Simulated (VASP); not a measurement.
Wanted: the native input for a VASP 6.6.1 run.

- Task: relaxation of cell and atoms
- Functional: BLYP
- Dispersion: D4
- Potentials or basis: VASP PAW PBE potentials, release 64 (I)
- Cutoff: 600 eV
- k mesh: 9 × 9 × 9
- Occupations: fermi-dirac, width 0.05 eV
- Spin: no spin polarisation
- Dipole correction: no
- Further INCAR settings: ALGO = Normal; EDIFF = 1e-06; IBRION = 2; EDIFFG = -0.01; NSW = 60; ISIF = 3

The structure of I lies in POSCAR:

```
I
1.0
    0.0000000000      2.3656004428      3.9098401324
    2.1922454667      0.0000000000      3.9098401324
    2.1922454667      2.3656004428      0.0000000000
I
1
Direct
    0.0000000000      0.0000000000      0.0000000000
```

The input as run:

INCAR

```
SYSTEM = I
AGGAC    = 1.0          
AGGAX    = 1.0          
ALDAC    = 0.0          
ALDAX    = 1.0          
ALGO     = Normal         ! electronic algorithm
EDIFF    = 1E-6           ! SCF threshold, eV
EDIFFG   = -0.01          ! ionic threshold
ENCUT    = 600            ! plane-wave cutoff, eV
GGA      = B5             ! functional
IBRION   = 2              ! ionic algorithm
ISIF     = 3              ! what is computed and relaxed
ISMEAR   = -1             ! smearing method
IVDW     = 13             ! dispersion correction
LASPH    = .True.         ! aspherical terms in the spheres
LCHARG   = .False.        ! write CHGCAR
LREAL    = .False.        ! projectors in reciprocal space
LWAVE    = .False.        ! write WAVECAR
NELM     = 100            ! most SCF steps
NSW      = 60             ! ionic steps
PREC     = Accurate       ! precision mode
SIGMA    = 0.05           ! smearing width, eV
VDW_A1   = 0.44488865   
VDW_A2   = 4.0933009    
VDW_S6   = 1.0          
VDW_S8   = 2.34076671
```

KPOINTS

```
k-points
0
Gamma
  9 9 9
  0 0 0
```

Potentials or basis: VASP PAW PBE potentials, release 64 (I).

Launch:

```bash
$ cat potpaw_PBE.64/I/POTCAR > POTCAR
$ mpirun -np 1 vasp_std > vasp.out
```

Results of the run:

```json
{
  "Relaxed volume": "38.58 Å³/atom",
  "Relaxed cell": "a = 4.310 Å, b = 4.309 Å, c = 3.254 Å, α = 67.83°, β = 67.81°, γ = 44.36°",
  "Space group after relaxing (to 0.1 Å)": "I4/mmm (No. 139)",
  "Energy gained by relaxing": "17.0 meV/atom",
  "Ionic steps": "18",
  "Pressure after relaxing": "0.0 GPa",
  "Band gap on the k mesh": "zero (an odd number of electrons rules out a gap without spin polarisation)",
  "Dispersion energy per atom": "-0.706 eV"
}
```

Caveat: the PAW data sets were made with another functional, which shifts forces and pressure a little; spin-orbit coupling is left out, which moves the levels of the heavy elements; an odd number of electrons without spin polarisation forces a metal; a magnetic or distorted state may lie lower.

It took 14 min on 1 thread of Intel Xeon 8259CL, on a shared host, peak memory 0.23 GiB.
